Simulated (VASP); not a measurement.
Wanted: the native input for a VASP 6.6.1 run.

```
Task                   : relaxation of cell and atoms
Functional             : PBE
Potentials or basis    : VASP PAW PBE potentials, release 64 (Ge_d, F)
Cutoff                 : 600 eV
k mesh                 : 6 × 6 × 2
Occupations            : gaussian, width 0.1 eV
Spin                   : no spin polarisation
Dipole correction      : no
Further INCAR settings : ALGO = Normal; EDIFF = 1e-07; IBRION = 2; EDIFFG = -0.04; NSW = 90; ISIF = 3
```

The structure of Ge3F2 lies in POSCAR:

```
Ge3F2
1.0
    3.1421708900      0.0000000000      0.0000000000
   -1.5710854400      2.7211998100      0.0000000000
    0.0000000000      0.0000000000      7.7607541400
Ge F
3 2
Direct
    0.3333333300      0.6666666700      0.8335377000
    0.6666666700      0.3333333300      0.1664623000
    0.0000000000      0.0000000000      0.5000000000
    0.3333333300      0.6666666700      0.3332311500
    0.6666666700      0.3333333300      0.6667688500
```

The input as run:

INCAR

```
SYSTEM = Ge3F2
  PREC = Accurate
  ENCUT = 600
  EDIFF = 1E-7
  ISMEAR = 0
  SIGMA = 0.1
  LREAL = .False.
  LASPH = .True.
  NELM = 60
  ALGO = Normal
  ISIF = 3
  LWAVE = .False.
  LCHARG = .False.
  GGA = PE
  IBRION = 2
  NSW = 90
  EDIFFG = -0.04
```

KPOINTS

```
regular mesh
0
Gamma
  6 6 2
  0 0 0
```

Potentials or basis: VASP PAW PBE potentials, release 64 (Ge_d, F).

Launch:

```console
$ cat potpaw_PBE.64/Ge_d/POTCAR potpaw_PBE.64/F/POTCAR > POTCAR
$ mpirun -np 1 vasp_std > vasp.out
```

Results of the run:

| Quantity | Value |
| --- | --- |
| Relaxed volume | 19.23 Å³/atom |
| Relaxed cell | a = 3.390 Å, b = 3.390 Å, c = 9.662 Å, α = 90.00°, β = 90.00°, γ = 120.00° |
| Space group after relaxing (to 0.1 Å) | P-3m1 (No. 164) |
| Pressure after relaxing | 0.2 GPa |
| Largest force after relaxing | 0.034 eV/Å |
| Band gap on the k mesh | zero (bands 28 and 29 overlap by 2.33 eV) |

Caveat: the k points lie up to 0.36 Å⁻¹ apart in the final cell, too coarse for converged energies and pressures of a metal; the volume moved by over 15 % at a fixed basis, so the end points are rough.

Wall time 15 min on 1 thread of Intel(R) Xeon(R) Platinum 8175M CPU @ 2.50GHz (Skylake/Cascade Lake) (shared host), peak memory 0.23 GiB.
